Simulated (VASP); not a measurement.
# CuAu3 (Pm-3m) in VASP: single point with PBEsol+D3(BJ)

Aim: the single point of CuAu3 with PBEsol+D3(BJ).

Everything below comes from runs of VASP 6.6.1. Logs are shortened: lines on timing, memory, paths and dates and some standing lists are left out, and cuts for length are marked.

### 1 The cell of the first run

The structure is cubic, space group Pm-3m (No. 221). Conventional cell: a = 3.980 Å, b = 3.980 Å, c = 3.980 Å, α = 90.00°, β = 90.00°, γ = 90.00°. Within 3.7 Å of Cu (site symmetry m-3m) lie 12 Au at 2.81 Å. Within 3.7 Å of Au (site symmetry 4/mmm) lie 4 Cu at 2.81 Å and 8 Au at 2.81 Å.

### 2 Single point, PBEsol+D3(BJ)

The input, INCAR:

```
ALGO     = Normal         # electronic algorithm
EDIFF    = 1E-6           # SCF threshold, eV
ENCUT    = 520            # plane-wave cutoff, eV
GGA      = PS             # functional
ISIF     = 2              # what is computed and relaxed
ISMEAR   = -1             # smearing method
IVDW     = 12             # dispersion correction
LASPH    = True           # aspherical terms in the spheres
LCHARG   = False          # write CHGCAR
LREAL    = False          # projectors in reciprocal space
LWAVE    = False          # write WAVECAR
NBANDS   = 30             # bands
NELM     = 100            # most SCF steps
PREC     = Accurate       # precision mode
SIGMA    = 0.05           # smearing width, eV
```

The input, KPOINTS:

```
k-points
0
Gamma
  5 5 5
```

The input, POSCAR:

```
CuAu3
1.0
    3.9800000000      0.0000000000      0.0000000000
    0.0000000000      3.9800000000      0.0000000000
    0.0000000000      0.0000000000      3.9800000000
Cu Au
1 3
Direct
    0.0000000000      0.0000000000      0.0000000000
    0.0000000000      0.5000000000      0.5000000000
    0.5000000000      0.0000000000      0.5000000000
    0.5000000000      0.5000000000      0.0000000000
```

Potentials or basis: VASP PAW PBE potentials, release 64 (Cu, Au).

The run is started by

```console
> cat potpaw_PBE.64/Cu/POTCAR potpaw_PBE.64/Au/POTCAR > POTCAR
> mpirun -np 1 vasp_std > vasp.out
```

OUTCAR:

```text
EDIFF = 1E-6
   ENCUT = 520
   GGA = PS
   ISIF = 2
   ISMEAR = -1
   IVDW = 12
   LASPH = True
   LREAL = False
   NELM = 100
   PREC = Accurate
 IVDW          = 12

 ion  position               nearest neighbor table
   1  0.000  0.000  0.000-   2 2.81   3 2.81   4 2.81   2 2.81   3 2.81   2 2.81   4 2.81   2 2.81
                             3 2.81   4 2.81   3 2.81   4 2.81
   2  0.000  0.500  0.500-   1 2.81   3 2.81   4 2.81   1 2.81   4 2.81   1 2.81   3 2.81   1 2.81
                             3 2.81   4 2.81   4 2.81   3 2.81
   3  0.500  0.000  0.500-   1 2.81   2 2.81   4 2.81   1 2.81   4 2.81   2 2.81   4 2.81   4 2.81
                             1 2.81   2 2.81   1 2.81   2 2.81
   4  0.500  0.500  0.000-   1 2.81   2 2.81   3 2.81   2 2.81   3 2.81   1 2.81   3 2.81   3 2.81
                             1 2.81   2 2.81   2 2.81   1 2.81

  LATTYP: Found a simple cubic cell.
 ALAT       =     3.9800000000

  Lattice vectors:

 A1 = (   3.9800000000,   0.0000000000,   0.0000000000)
 A2 = (   0.0000000000,   3.9800000000,   0.0000000000)
 A3 = (   0.0000000000,   0.0000000000,   3.9800000000)

Analysis of symmetry for initial positions (statically):
=====================================================================
 Subroutine PRICEL returns:
 Original cell was already a primitive cell.

 Routine SETGRP: Setting up the symmetry group for a
 simple cubic supercell.

 Subroutine GETGRP returns: Found 48 space group operations
 (whereof 48 operations were pure point group operations)
 out of a pool of 48 trial point group operations.

The static configuration has the point symmetry O_h .

Analysis of symmetry for dynamics (positions and initial velocities):
=====================================================================
 Subroutine PRICEL returns:
 Original cell was already a primitive cell.

 Routine SETGRP: Setting up the symmetry group for a
 simple cubic supercell.

 Subroutine GETGRP returns: Found 48 space group operations
 (whereof 48 operations were pure point group operations)
 out of a pool of 48 trial point group operations.

The dynamic configuration has the point symmetry O_h .

 Subroutine INISYM returns: Found 48 space group operations
 (whereof 48 operations are pure point group operations),
 and found     1 'primitive' translations

----------------------------------------------------------------------------------------

                                     Primitive cell

  volume of cell :      63.0448

  direct lattice vectors                    reciprocal lattice vectors
     3.980000000  0.000000000  0.000000000     0.251256281  0.000000000  0.000000000
     0.000000000  3.980000000  0.000000000     0.000000000  0.251256281  0.000000000
     0.000000000  0.000000000  3.980000000     0.000000000  0.000000000  0.251256281

  length of vectors
     3.980000000  3.980000000  3.980000000     0.251256281  0.251256281  0.251256281

  position of ions in fractional coordinates (direct lattice)
     0.000000000  0.000000000  0.000000000
     0.000000000  0.500000000  0.500000000
     0.500000000  0.000000000  0.500000000
     0.500000000  0.500000000  0.000000000

  ion indices of the primitive-cell ions
   primitive index   ion index
                 1           1
                 2           2
                 3           3
                 4           4

----------------------------------------------------------------------------------------

 KPOINTS: k-points

Automatic generation of k-mesh.
 Grid dimensions read from file:
 generate k-points for:    5    5    5

 Generating k-lattice:

  Cartesian coordinates                     Fractional coordinates (reciprocal lattice)
     0.050251256  0.000000000  0.000000000     0.200000000  0.000000000  0.000000000
     0.000000000  0.050251256  0.000000000     0.000000000  0.200000000  0.000000000
     0.000000000  0.000000000  0.050251256     0.000000000  0.000000000  0.200000000

  Length of vectors
     0.050251256  0.050251256  0.050251256

  Shift w.r.t. Gamma in fractional coordinates (k-lattice)
     0.000000000  0.000000000  0.000000000

 Subroutine IBZKPT returns following result:
 ===========================================

 Found     10 irreducible k-points:

 Following reciprocal coordinates:
            Coordinates               Weight
  0.000000  0.000000  0.000000      1.000000
  0.200000  0.000000  0.000000      6.000000
  0.400000  0.000000  0.000000      6.000000
  0.200000  0.200000  0.000000     12.000000
  0.400000  0.200000  0.000000     24.000000
  0.400000  0.400000  0.000000     12.000000
  0.200000  0.200000  0.200000      8.000000
  0.400000  0.200000  0.200000     24.000000
  0.400000  0.400000  0.200000     24.000000
  0.400000  0.400000  0.400000      8.000000
   k-points           NKPTS =     10   k-points in BZ     NKDIM =     10   number of bands    NBANDS=     30
   number of dos      NEDOS =    301   number of ions     NIONS =      4
   total plane-waves  NPLWV =  27000
   dimension x,y,z NGX =    30 NGY =   30 NGZ =   30
   dimension x,y,z NGXF=    60 NGYF=   60 NGZF=   60
   ions per type =               1   3
   NGX,Y,Z   is equivalent  to a cutoff of  12.53, 12.53, 12.53 a.u.
   NGXF,Y,Z  is equivalent  to a cutoff of  25.06, 25.06, 25.06 a.u.
 SYSTEM =  unknown system
   PREC   = accura    normal or accurate (medium, high low for compatibility)
   ISTART =      0    job   : 0-new  1-cont  2-samecut
   ICHARG =      2    charge: 1-file 2-atom 10-const
   ISPIN  =      1    spin polarized calculation?
   LNONCOLLINEAR =      F non collinear calculations
   LSORBIT =      F    spin-orbit coupling
   LASPH  =      T    aspherical Exc in radial PAW
   ENCUT  =  520.0 eV  38.22 Ry    6.18 a.u.   7.40  7.40  7.40*2*pi/ulx,y,z
   NELM   =    100;   NELMIN=  2; NELMDL= -5     # of ELM steps
   EDIFF  = 0.1E-05   stopping-criterion for ELM
   LREAL  =      F    real-space projection
   EDIFFG = 0.1E-04   stopping-criterion for IOM
   NSW    =      0    number of steps for IOM
   IBRION =     -1    ionic relax: 0-MD 1-quasi-New 2-CG
   NFREE  =      0    steps in history (QN), initial steepest desc. (CG)
   ISIF   =      2    stress and relaxation
   ISYM   =      2    0-nonsym 1-usesym 2-fastsym
   POTIM  = 0.5000    time-step for ionic-motion
   TEBEG  =    0.0;   TEEND  =   0.0 temperature during run
   PSTRESS=    0.0 pullay stress
   NELECT =      44.0000    total number of electrons
   NUPDOWN=      -1.0000    fix difference up-down
   EMIN   =  10.00;   EMAX   =-10.00  energy-range for DOS
   EFERMI =   0.00;   METHOD = LEGACY
   ISMEAR =    -1;   SIGMA  =   0.05  broadening in eV -4-tet -1-fermi 0-gaus
   EFERMI_NEDOS =   21; number of points for ismear=-14 and -15
   IALGO  =     38    algorithm
   IMIX   =      4    mixing-type and parameters
     AMIX     =   0.40;   BMIX     =  1.00
     AMIX_MAG =   1.60;   BMIX_MAG =  1.00
  volume/ion in A,a.u.               =      15.76       106.36
  Fermi-wavevector in a.u.,A,eV,Ry     =   1.452143  2.744152 28.690859  2.108719
  Thomas-Fermi vector in A             =   2.569559
   LORBIT       =      0    0 simple, 1 ext, 2 COOP (PROOUT), +10 PAW based schemes
   GGA     = PS    functional components
   LHFCALC =     F    Hartree Fock is set to
   AEXX    =    0.0000 exact exchange contribution
   IVDW    =    12    specifies the selected vdW correction
   LEPSILON=     F    determine dielectric tensor
   LRPA    =     F    only Hartree local field effects (RPA)
 non-spin polarized calculation
  energy-cutoff  :      520.00
  volume of cell :       63.04
 maximum number of plane-waves:      1743
 NGX is ok and might be reduce to    30
   NGX = 15   NGY = 15   NGZ = 15

 number of electron      44.0000040 magnetization

 Free energy of the ion-electron system (eV)
  ---------------------------------------------------
  ext. energy  EPLUGINS =         0.00000000
  ---------------------------------------------------
  free energy    TOTEN  =       -16.07338567 eV

  energy without entropy =      -16.04277791  energy(sigma->0) =      -16.05808179

 E-fermi :   9.0083     XC(G=0): -12.8723

 val. band max:        8.8750932513   @ k =   0.4000   0.4000   0.4000
 cond. band min:       9.0154383652   @ k =   0.4000   0.4000   0.0000
 fundamental gap:      0.1403451139
 Fermi energy:         9.0082700582

 k-point     1 :       0.0000    0.0000    0.0000
  band No.  band energies     occupation
      1      -0.9627      2.00000
      2       1.5169      2.00000
      3       2.3386      2.00000
      4       2.3386      2.00000
      5       2.3386      2.00000
      6       2.4493      2.00000
[... 22 lines left out ...]
     29      18.7769      0.00000
     30      18.7769      0.00000

 k-point     2 :       0.2000    0.0000    0.0000
  band No.  band energies     occupation
      1      -0.4969      2.00000
      2       1.7896      2.00000
      3       2.4620      2.00000
      4       2.5115      2.00000
      5       2.5849      2.00000
      6       2.5849      2.00000
[... 22 lines left out ...]
     29      18.4494      0.00000
     30      18.8851      0.00000

 k-point     3 :       0.4000    0.0000    0.0000
  band No.  band energies     occupation
      1       0.7016      2.00000
      2       2.2229      2.00000
      3       2.5415      2.00000
      4       2.7141      2.00000
      5       3.2687      2.00000
      6       3.2687      2.00000
[... 22 lines left out ...]
     29      17.6871      0.00000
     30      18.7820      0.00000

 k-point     4 :       0.2000    0.2000    0.0000
  band No.  band energies     occupation
      1      -0.0584      2.00000
      2       2.0565      2.00000
      3       2.5878      2.00000
      4       2.6916      2.00000
      5       2.7328      2.00000
      6       2.8185      2.00000
[... 154 lines left out ...]
     29      19.8246      0.00000
     30      19.8735      0.00000

 k-point     9 :       0.4000    0.4000    0.2000
  band No.  band energies     occupation
      1       1.7914      2.00000
      2       2.4215      2.00000
      3       2.4283      2.00000
      4       2.7264      2.00000
      5       3.7299      2.00000
      6       3.8081      2.00000
[... 22 lines left out ...]
     29      20.6286      0.00000
     30      22.3433      0.00000

 k-point    10 :       0.4000    0.4000    0.4000
  band No.  band energies     occupation
      1       1.7209      2.00000
      2       1.9462      2.00000
      3       2.0751      2.00000
      4       2.0751      2.00000
      5       3.9625      2.00000
      6       3.9625      2.00000
[... 22 lines left out ...]
     29      23.6819      0.00000
     30      23.9860      0.00000

------------------------ aborting loop because EDIFF is reached ----------------------------------------

 Edisp (eV)   -2.40302

 E8    (eV) :    -1.6131

  FORCE on cell =-STRESS in cart. coord.  units (eV):
  Direction    XX          YY          ZZ          XY          YZ          ZX
  --------------------------------------------------------------------------------------
  -------------------------------------------------------------------------------------
  Total      -2.69837    -2.69837    -2.69837     0.00000    -0.00000    -0.00000
  in kB     -68.57456   -68.57456   -68.57456     0.00000    -0.00000    -0.00000
  external pressure =      -68.57 kB  Pullay stress =        0.00 kB

 VOLUME and BASIS-vectors are now :
 -----------------------------------------------------------------------------
  energy-cutoff  :      520.00
  volume of cell :       63.04
      direct lattice vectors                 reciprocal lattice vectors
     3.980000000  0.000000000  0.000000000     0.251256281  0.000000000  0.000000000
     0.000000000  3.980000000  0.000000000     0.000000000  0.251256281  0.000000000
     0.000000000  0.000000000  3.980000000     0.000000000  0.000000000  0.251256281

 POSITION                                       TOTAL-FORCE (eV/Angst)
 -----------------------------------------------------------------------------------
      0.00000      0.00000      0.00000         0.000000      0.000000      0.000000
      0.00000      1.99000      1.99000         0.000000      0.000000      0.000000
      1.99000      0.00000      1.99000         0.000000      0.000000      0.000000
      1.99000      1.99000      0.00000         0.000000      0.000000      0.000000
 -----------------------------------------------------------------------------------
    total drift:                                0.000000      0.000000     -0.000000

  FREE ENERGIE OF THE ION-ELECTRON SYSTEM (eV)
  ---------------------------------------------------
  free  energy   TOTEN  =       -18.4764102574 eV

  energy  without entropy=      -18.4458024979  energy(sigma->0) =      -18.46110638
```

Wall time 40 s (1 thread of Intel Xeon 6975P-C, shared host); peak memory 0.18 GiB.

What came out:

```yaml
Free_energy: -18.4764 eV
Pressure: -6.9 GPa
Band_gap_on_the_k_mesh: zero (band 22 reaches 10.04 eV, above the bottom of band 23 at 9.02 eV)
Dispersion_energy_per_atom: -0.601 eV
```

Levels at points of the mesh, in eV from the Fermi level:
```
           k point  band 18  band 19  band 20  band 21  band 22  band 23  band 24  band 25  band 26  band 27
(0.00, 0.00, 0.00)    -1.52    -1.40    -1.40    -1.40     0.99     0.99     0.99     5.95     5.95     6.81
```

Caveat: the PAW data sets were made with another functional, which shifts forces and pressure a little; spin-orbit coupling is left out, which moves the levels of the heavy elements; pairwise dispersion overbinds metals, which lowers pressure and volume.
